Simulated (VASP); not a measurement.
# La2Ge3Au in VASP: further runs, part 2 of 2

VASP 6.6.1. Earlier steps stand in the parts before.

## 4. Single point, PBE

INCAR

```
SYSTEM = La2Ge3Au
PREC = Accurate
ENCUT = 520
EDIFF = 1E-7
ISMEAR = 0
SIGMA = 0.1
LREAL = .False.
LASPH = .True.
NELM = 80
ALGO = Normal
ISIF = 2
LWAVE = .False.
LCHARG = .False.
GGA = PE
NBANDS = 87
```

KPOINTS

```
regular mesh
0
Gamma
  2 3 2
  0 0 0
```

POSCAR

```
La2Ge3Au
1.0
    6.6356520000      0.7307440000      0.2115800000
    0.3350600000      6.5286750000      0.1718730000
   -1.1681470000     -0.7344990000      6.6405740000
La Au Ge
4 2 6
Direct
    0.7635351335      0.1826242341      0.4714342558
    0.9433043104      0.6286192589      0.4675647009
    0.4813275519      0.7968176358      0.1176374631
    0.9337003045      0.8861801808      0.0066702432
    0.3843860764      0.2287551123      0.9414071384
    0.3388392107      0.4674275056      0.3068948907
    0.0479611721      0.2969831833      0.1162044101
    0.2023063250      0.9521717920      0.7229544322
    0.3945620711      0.5287477987      0.6752145352
    0.7144036266      0.4031232483      0.9476430017
    0.2277385064      0.1189771109      0.4226043010
    0.5616417765      0.8331883262      0.5780962995
```

Potentials or basis: VASP PAW PBE potentials, release 64 (La, Au, Ge_d).

The run is started by

```
cat potpaw_PBE.64/La/POTCAR potpaw_PBE.64/Au/POTCAR potpaw_PBE.64/Ge_d/POTCAR > POTCAR
mpirun -np 1 vasp_std > vasp.out
```

OUTCAR:

```text
SYSTEM = La2Ge3Au
   PREC = Accurate
   ENCUT = 520
   EDIFF = 1E-7
   ISMEAR = 0
   LREAL = .False.
   LASPH = .True.
   NELM = 80
   ISIF = 2
   GGA = PE

 ion  position               nearest neighbor table
   1  0.764  0.183  0.471-  12 3.03  11 3.13   6 3.24   2 3.33   2 3.63
   2  0.943  0.629  0.468-  12 2.85   6 3.01   9 3.12   7 3.15   8 3.17   1 3.33   1 3.63   4 3.67
                             3 3.68
   3  0.481  0.797  0.118-   6 2.95  10 3.02  12 3.08   5 3.10   8 3.17  11 3.27   4 3.37   4 3.58
                             2 3.68
   4  0.934  0.886  0.007-   7 2.91   8 2.93   3 3.37   3 3.58   2 3.67
   5  0.384  0.229  0.941-   8 2.57  10 2.63   7 2.65   9 2.80   6 2.84   3 3.10
   6  0.339  0.467  0.307-   9 2.47   7 2.52  11 2.72   5 2.84   3 2.95   2 3.01   1 3.24
   7  0.048  0.297  0.116-  10 2.37  11 2.52   6 2.52   5 2.65   4 2.91   2 3.15
   8  0.202  0.952  0.723-  11 2.44   5 2.57  12 2.70   9 2.87   4 2.93   3 3.17   2 3.17
   9  0.395  0.529  0.675-   6 2.47  12 2.61  10 2.68   5 2.80   8 2.87   2 3.12
  10  0.714  0.403  0.948-   7 2.37   5 2.63   9 2.68   3 3.02
  11  0.228  0.119  0.423-   8 2.44   7 2.52   6 2.72  12 2.81   1 3.13   3 3.27
  12  0.562  0.833  0.578-   9 2.61   8 2.70  11 2.81   2 2.85   1 3.03   3 3.08

  LATTYP: Found a triclinic cell.
 ALAT       =     6.5395261898
[... 918 lines left out ...]

  FORCE on cell =-STRESS in cart. coord.  units (eV):
  Direction    XX          YY          ZZ          XY          YZ          ZX
  --------------------------------------------------------------------------------------
  -------------------------------------------------------------------------------------
  Total       11.9241223     10.2467506     11.6365183      1.2060628     -0.3015802      0.4247157
  in kB       66.2640251     56.9426346     64.6657692      6.7022608     -1.6759234      2.3602047
  external PRESSURE =      62.6241430 kB  Pullay stress =       0.0000000 kB

 VOLUME and BASIS-vectors are now :
 -----------------------------------------------------------------------------
  energy-cutoff  :      520.00
  volume of cell :      288.31
      direct lattice vectors                 reciprocal lattice vectors
     6.635652000  0.730744000  0.211580000     0.150811423 -0.008413744  0.025598694
     0.335060000  6.528675000  0.171873000    -0.017370091  0.153694797  0.013944255
    -1.168147000 -0.734499000  6.640574000    -0.004355532 -0.003709891  0.149412865

 POSITION                                       TOTAL-FORCE (eV/Angst)
 -----------------------------------------------------------------------------------
      4.57704      1.40397      3.32353        -0.094331      0.140728      0.293826
      5.92388      4.44994      3.41252         0.053294     -0.019226      0.370714
      3.32349      5.46749      1.01997        -0.559279      0.374834     -0.479901
      6.48484      6.46298      0.39416        -0.459834     -0.569053     -0.395501
      1.52760      1.08289      6.37213         0.512519     -0.033443      0.134386
      2.04654      3.07387      2.18999         0.774118      0.238076     -0.537788
      0.28202      1.88860      0.83285         0.258463      0.098175     -0.214993
      0.81695      5.83324      5.00729        -0.132612     -0.107193      0.212664
      2.00659      3.24440      4.65817         0.184303      0.118822      0.627633
      3.76862      2.45786      6.51333        -0.406905     -0.019462     -0.583265
      1.05739      0.63278      2.87497         0.334922     -0.667850     -0.492085
      3.33073      5.42542      4.10093        -0.464658      0.445592      1.064309
 -----------------------------------------------------------------------------------
    total drift:                                0.001514     -0.001768     -0.002255

  FREE ENERGIE OF THE ION-ELECTRON SYSTEM (eV)
  ---------------------------------------------------
  free  energy   TOTEN  =       -54.9175400870 eV

  energy  without entropy=      -54.8720820190  energy(sigma->0) =      -54.89481105
```

Wall time 7.7 min (1 thread of Intel Xeon Platinum 8259CL at 2.50GHz (Skylake/Cascade Lake), shared host); peak memory 0.45 GiB.

What came out:

```yaml
Free_energy: -54.9175 eV
Pressure: 6.3 GPa
Largest_force: 1.244 eV/Å
Band_gap_on_the_k_mesh: 0.04 eV (least direct gap 0.14 eV)
```

Forces in eV/Å, atoms in the order of the input:
```
La  -0.094  0.141  0.294
La   0.053 -0.019  0.371
La  -0.559  0.375 -0.480
La  -0.460 -0.569 -0.396
Au   0.513 -0.033  0.134
Au   0.774  0.238 -0.538
Ge   0.258  0.098 -0.215
Ge  -0.133 -0.107  0.213
Ge   0.184  0.119  0.628
Ge  -0.407 -0.019 -0.583
Ge   0.335 -0.668 -0.492
Ge  -0.465  0.446  1.064
```

Caveat: the k points lie up to 0.48 Å⁻¹ apart; spin-orbit coupling is left out, which moves the levels of the heavy elements.

## 5. Summary

```csv
cell,gap on the mesh (eV),pressure (GPa),largest force (eV/Å)
"as given, atomic positions A",0.04,7.7,1.48
"as given, atomic positions B",0.07,7.0,1.58
"as given, atomic positions C",0.04,6.3,1.24
```

Alike in all rows: task single point; level PBE; potentials or basis VASP PAW PBE potentials, release 64 (La, Au, Ge_d); no spin polarisation; k mesh 2 × 3 × 2; cutoff (eV) 520; smearing gaussian 0.1 eV.

Caveats: all runs use coarse meshes; spin-orbit coupling is left out, which moves the levels of the heavy elements.

Total energies depend on the potentials used, so only differences within one code and one set of settings carry meaning.
